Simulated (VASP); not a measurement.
Wanted: the native input for a VASP 6.6.1 run.

* Task: single point
* Functional: PBE
* Potentials or basis: VASP PAW PBE potentials, release 64 (Mg)
* Cutoff: 520 eV
* k mesh: 6 × 6 × 7
* Occupations: gaussian, width 0.1 eV
* Spin: no spin polarisation
* Dipole correction: no
* Further INCAR settings: ALGO = Normal; EDIFF = 1e-07; NBANDS = 18

The structure of Mg lies in POSCAR:

```
Mg
1.0
    6.7423637560      0.0000000000      0.0000000000
   -3.3711818780      5.8390582943      0.0000000000
    0.0000000000      0.0000000000      4.8500094083
Mg
8
Direct
    0.3333333333      0.6666666667      0.2500000000
    0.3333333333      0.1666666667      0.2500000000
    0.8333333333      0.6666666667      0.2500000000
    0.8333333333      0.1666666667      0.2500000000
    0.1666666667      0.3333333333      0.7500000000
    0.1666666667      0.8333333333      0.7500000000
    0.6666666667      0.3333333333      0.7500000000
    0.6666666667      0.8333333333      0.7500000000
```

The input as run:

INCAR

```
SYSTEM = Mg
PREC = Accurate
ENCUT = 520
EDIFF = 1E-7
ISMEAR = 0
SIGMA = 0.1
LREAL = .FALSE.
LASPH = .TRUE.
NELM = 80
ALGO = Normal
ISIF = 2
LWAVE = .FALSE.
LCHARG = .FALSE.
GGA = PE
NBANDS = 18
```

KPOINTS

```
regular mesh
0
G
  6 6 7
  0 0 0
```

Potentials or basis: VASP PAW PBE potentials, release 64 (Mg).

Launch:

```bash
$ cat potpaw_PBE.64/Mg/POTCAR > POTCAR
$ mpirun -np 1 vasp_std > vasp.out
```

Results of the run:

- Pressure: -1.0 GPa
- Band gap on the k mesh: zero (band 8 reaches 2.97 eV, above the bottom of band 9 at 1.66 eV)

It took 83 s on 1 thread of Intel(R) Xeon(R) 6975P-C (Granite Rapids), with other jobs on the host, peak memory 0.3 GiB.
